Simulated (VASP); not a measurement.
# GaCo2Si2 (I4/mmm) in VASP: relaxation of the atoms with PBE

Aim: the relaxation of the atoms of GaCo2Si2 with PBE.

Program: VASP 6.6.1. These are calculated values, not measurements. Logs are shortened: lines on timing, memory, paths and dates and some standing lists are left out, and cuts for length are marked.

### 1 The cell of the first run

The structure is tetragonal, space group I4/mmm (No. 139). Conventional cell: a = 3.705 Å, b = 3.705 Å, c = 9.575 Å, α = 90.00°, β = 90.00°, γ = 90.00°. Si (site symmetry 4mm) has 4 Co at 2.21 Å and 1 Si at 2.39 Å and 4 Ga at 2.88 Å within 2.9 Å. Within 3.8 Å of Ga (site symmetry 4/mmm) lie 10 Si at 2.88 to 3.59 Å and 8 Co at 3.03 Å and 4 Ga at 3.71 Å. Co (site symmetry -4m2) has 4 Si at 2.21 Å and 4 Co at 2.62 Å within 2.9 Å.

### 2 Relaxation of the atoms, PBE, non-collinear spin, zero start, spin-orbit coupling

INCAR

```
SYSTEM = GaCo2Si2
  PREC = Accurate
  ENCUT = 520
  EDIFF = 1E-7
  ISMEAR = -1
  SIGMA = 0.1
  LREAL = .False.
  LASPH = .True.
  NELM = 150
  ALGO = Normal
  ISIF = 2
  LWAVE = .False.
  LCHARG = .False.
  MAGMOM = 0 0 0 0 0 0 0 0 0 0 0 0 0 0 0
  LORBIT = 11
  LSORBIT = .True.
  GGA_COMPAT = .False.
  LORBMOM = .True.
  LMAXMIX = 4
  GGA = PE
  IBRION = 2
  NSW = 60
  EDIFFG = -0.03
  KPAR = 2
```

KPOINTS

```
Automatic mesh
0
Gamma
  5 5 5
  0 0 0
```

POSCAR

```
GaCo2Si2
1.0
    0.0000000000      3.7051720000      0.0000000000
    3.7051720000      0.0000000000      0.0000000000
    1.8525860000      1.8525860000     -4.7874590000
Si Ga Co
2 1 2
Direct
    0.3750000000      0.3750000000      0.2500000000
    0.6250000000      0.6250000000      0.7500000000
    0.0000000000      0.0000000000      0.0000000000
    0.7500000000      0.2500000000      0.5000000000
    0.2500000000      0.7500000000      0.5000000000
```

Potentials or basis: VASP PAW PBE potentials, release 64 (Si, Ga_d, Co).

On the command line:

```bash
$ cat potpaw_PBE.64/Si/POTCAR potpaw_PBE.64/Ga_d/POTCAR potpaw_PBE.64/Co/POTCAR > POTCAR
$ mpirun -np 2 vasp_ncl > vasp.out
```

OUTCAR:

```text
SYSTEM = GaCo2Si2
   PREC = Accurate
   ENCUT = 520
   EDIFF = 1E-7
   ISMEAR = -1
   LREAL = .False.
   LASPH = .True.
   NELM = 150
   ISIF = 2
   LORBIT = 11
   LSORBIT = .True.
   GGA = PE
   IBRION = 2
   NSW = 60
   EDIFFG = -0.03

 ion  position               nearest neighbor table
   1  0.375  0.375  0.250-   4 2.21   5 2.21   5 2.21   4 2.21   2 2.39   3 2.88   3 2.88   3 2.88
                             3 2.88
   2  0.625  0.625  0.750-   5 2.21   4 2.21   4 2.21   5 2.21   1 2.39   3 2.88   3 2.88   3 2.88
                             3 2.88
   3  0.000  0.000  0.000-   2 2.88   2 2.88   2 2.88   1 2.88   2 2.88   1 2.88   1 2.88   1 2.88

   4  0.750  0.250  0.500-   1 2.21   1 2.21   2 2.21   2 2.21   5 2.62   5 2.62   5 2.62   5 2.62

   5  0.250  0.750  0.500-   1 2.21   1 2.21   2 2.21   2 2.21   4 2.62   4 2.62   4 2.62   4 2.62

  LATTYP: Found a body centered tetragonal cell.
 ALAT       =     3.7051720000
 C/A-ratio  =     2.5842033784

  Lattice vectors:

 A1 = (  -1.8525860000,   1.8525860000,   4.7874590000)
 A2 = (   1.8525860000,  -1.8525860000,   4.7874590000)
 A3 = (   1.8525860000,   1.8525860000,  -4.7874590000)

Analysis of symmetry for initial positions (statically):
=====================================================================
 Subroutine PRICEL returns:
 Original cell was already a primitive cell.

 Routine SETGRP: Setting up the symmetry group for a
 body centered tetragonal supercell.

 Subroutine GETGRP returns: Found 16 space group operations
 (whereof 16 operations were pure point group operations)
 out of a pool of 16 trial point group operations.

The static configuration has the point symmetry D_4h.

Analysis of symmetry for dynamics (positions and initial velocities):
=====================================================================
 Subroutine PRICEL returns:
 Original cell was already a primitive cell.

 Routine SETGRP: Setting up the symmetry group for a
 body centered tetragonal supercell.

 Subroutine GETGRP returns: Found 16 space group operations
 (whereof 16 operations were pure point group operations)
 out of a pool of 16 trial point group operations.

The dynamic configuration has the point symmetry D_4h.

Analysis of structural, dynamic, and magnetic symmetry:
=====================================================================
 Subroutine PRICEL returns:
 Original cell was already a primitive cell.

 Routine SETGRP: Setting up the symmetry group for a
 body centered tetragonal supercell.

 Subroutine GETGRP returns: Found 16 space group operations
 (whereof 16 operations were pure point group operations)
[... 1167 lines left out ...]

 reached required accuracy - stopping structural energy minimisation

 orbital moment (x)

 # of ion     p       d       tot
 ----------------------------------------
  1        -0.000   0.000  -0.000
  2        -0.000   0.000  -0.000
  3        -0.000  -0.000  -0.000
  4        -0.000   0.000   0.000
  5        -0.000   0.000   0.000
 ----------------------------------------
           -0.000   0.000   0.000

 orbital moment (y)

 # of ion     p       d       tot
 ----------------------------------------
  1         0.000   0.000   0.000
  2         0.000   0.000   0.000
  3        -0.000   0.000   0.000
  4        -0.000   0.000   0.000
  5        -0.000   0.000   0.000
 ----------------------------------------
           -0.000   0.000   0.000

 orbital moment (z)

 # of ion     p       d       tot
 ----------------------------------------
  1         0.000   0.000   0.000
  2         0.000   0.000   0.000
  3         0.000  -0.000  -0.000
  4         0.000   0.000   0.000
  5         0.000   0.000   0.000
 ----------------------------------------
            0.000  -0.000  -0.000

 Spin-Orbit-Coupling matrix elements

 Ion:    1  E_soc:     -0.0004806
 l=   1
     0.0000000    -0.0000727    -0.0000950
    -0.0000727     0.0000000    -0.0000727
    -0.0000950    -0.0000727     0.0000000
 l=   2
     0.0000000     0.0000000     0.0000000     0.0000000     0.0000000
     0.0000000     0.0000000     0.0000000     0.0000000     0.0000000
     0.0000000     0.0000000     0.0000000     0.0000000     0.0000000
     0.0000000     0.0000000     0.0000000     0.0000000     0.0000000
     0.0000000     0.0000000     0.0000000     0.0000000     0.0000000
 l=   3
     0.0000000     0.0000000     0.0000000     0.0000000     0.0000000     0.0000000     0.0000000
     0.0000000     0.0000000     0.0000000     0.0000000     0.0000000     0.0000000     0.0000000
     0.0000000     0.0000000     0.0000000     0.0000000     0.0000000     0.0000000     0.0000000
     0.0000000     0.0000000     0.0000000     0.0000000     0.0000000     0.0000000     0.0000000
[... 69 lines left out ...]
 l=   2
     0.0000000    -0.0004005     0.0000000    -0.0004005    -0.0017180
    -0.0004005     0.0000000    -0.0013051    -0.0004087    -0.0003737
     0.0000000    -0.0013051     0.0000000    -0.0013051     0.0000000
    -0.0004005    -0.0004087    -0.0013051     0.0000000    -0.0003737
    -0.0017180    -0.0003737     0.0000000    -0.0003737     0.0000000
 l=   3
     0.0000000     0.0000000     0.0000000     0.0000000     0.0000000     0.0000000     0.0000000
     0.0000000     0.0000000     0.0000000     0.0000000     0.0000000     0.0000000     0.0000000
     0.0000000     0.0000000     0.0000000     0.0000000     0.0000000     0.0000000     0.0000000
     0.0000000     0.0000000     0.0000000     0.0000000     0.0000000     0.0000000     0.0000000
     0.0000000     0.0000000     0.0000000     0.0000000     0.0000000     0.0000000     0.0000000
     0.0000000     0.0000000     0.0000000     0.0000000     0.0000000     0.0000000     0.0000000
     0.0000000     0.0000000     0.0000000     0.0000000     0.0000000     0.0000000     0.0000000

 total charge

# of ion       s       p       d       tot
------------------------------------------
    1        0.781   0.931   0.000   1.713
    2        0.781   0.931   0.000   1.713
    3        0.954   0.526   9.990  11.471
    4        0.486   0.549   7.534   8.569
    5        0.486   0.549   7.534   8.569
--------------------------------------------------
tot          3.488   3.486  25.059  32.033

 magnetization (x)

# of ion       s       p       d       tot
------------------------------------------
    1        0.000  -0.000   0.000  -0.000
    2        0.000  -0.000   0.000  -0.000
    3        0.000  -0.000   0.000  -0.000
    4        0.000   0.000   0.000   0.000
    5       -0.000   0.000   0.000  -0.000
--------------------------------------------------
tot          0.000  -0.000   0.000  -0.000

 magnetization (y)

# of ion       s       p       d       tot
------------------------------------------
    1        0.000   0.000   0.000   0.000
    2        0.000   0.000   0.000   0.000
    3        0.000   0.000   0.000   0.000
    4        0.000   0.000  -0.000  -0.000
    5        0.000   0.000  -0.000  -0.000
--------------------------------------------------
tot          0.000   0.000  -0.000  -0.000

 magnetization (z)

# of ion       s       p       d       tot
------------------------------------------
    1        0.000   0.000   0.000   0.000
    2        0.000   0.000   0.000   0.000
    3        0.000   0.000   0.000   0.000
    4        0.000   0.000   0.000   0.000
    5        0.000   0.000   0.000   0.000
--------------------------------------------------
tot          0.000   0.000   0.000   0.000
```

OSZICAR:

```text
N       E                     dE             d eps       ncg     rms          rms(c)
DAV:   1     0.330711479421E+03    0.33071E+03   -0.17240E+04  1736   0.241E+03
DAV:   2     0.181241609531E+02   -0.31259E+03   -0.30309E+03  1656   0.576E+02
DAV:   3    -0.280860259645E+02   -0.46210E+02   -0.43882E+02  1710   0.204E+02
[... 31 lines left out ...]
DAV:   4    -0.283929400072E+02    0.26927E-04   -0.29715E-04  1806   0.135E-01    0.216E-02
DAV:   5    -0.283929404972E+02   -0.48996E-06   -0.49862E-05  2100   0.788E-02    0.160E-02
DAV:   6    -0.283929406360E+02   -0.13882E-06   -0.58206E-06  1984   0.281E-02    0.500E-03
DAV:   7    -0.283929409773E+02   -0.34134E-06   -0.89671E-07  2190   0.834E-03    0.260E-03
DAV:   8    -0.283929410125E+02   -0.35128E-07   -0.11569E-07  1136   0.383E-03
   3 F= -.28392941E+02 E0= -.28332884E+02  d E =-.486914E-01  mag=    -0.0000     0.0000    -0.0000
```

Wall time 2.1 min (2 MPI ranks of Intel Xeon Platinum 8488C (Sapphire Rapids), shared host); peak memory 0.36 GiB.

What came out:

| Item | Value |
| --- | --- |
| Free energy | -28.3929 eV |
| Energy gained by relaxing | 9.7 meV/atom |
| Ionic steps | 3 |
| Pressure after relaxing | 7.3 GPa |
| Net moment | 0.00 μB per cell |
| Valence electrons inside the program's atomic spheres | Si 1.71; Ga 11.47; Co 8.57 |

Stress tensor (GPa, compression positive):
```
8.32 0.00 0.00
0.00 8.32 0.00
0.00 0.00 5.17
```

The path:
```tsv
step	energy change (eV)	largest force (eV/Å)	pressure (GPa)
1	0.0000	1.0823	8.87
2	-0.0466	0.2456	7.02
3	-0.0487	0.0017	7.27
```

Final structure:
```
Si Ga Co
1.0
     0.00000    3.70517    0.00000
     3.70517    0.00000    0.00000
     1.85259    1.85259   -4.78746
Si Ga Co
2 1 2
Direct
  0.37954 0.37954 0.24092
  0.62046 0.62046 0.75908
  0.00000 0.00000 0.00000
  0.75000 0.25000 0.50000
  0.25000 0.75000 0.50000
```

Moments on the atoms (μB; x, y, z):
```
Si  0.00 0.00 0.00
Si  0.00 0.00 0.00
Ga  0.00 0.00 0.00
Co  0.00 0.00 0.00
Co  0.00 0.00 0.00
```

Caveat: the k points lie up to 0.36 Å⁻¹ apart.
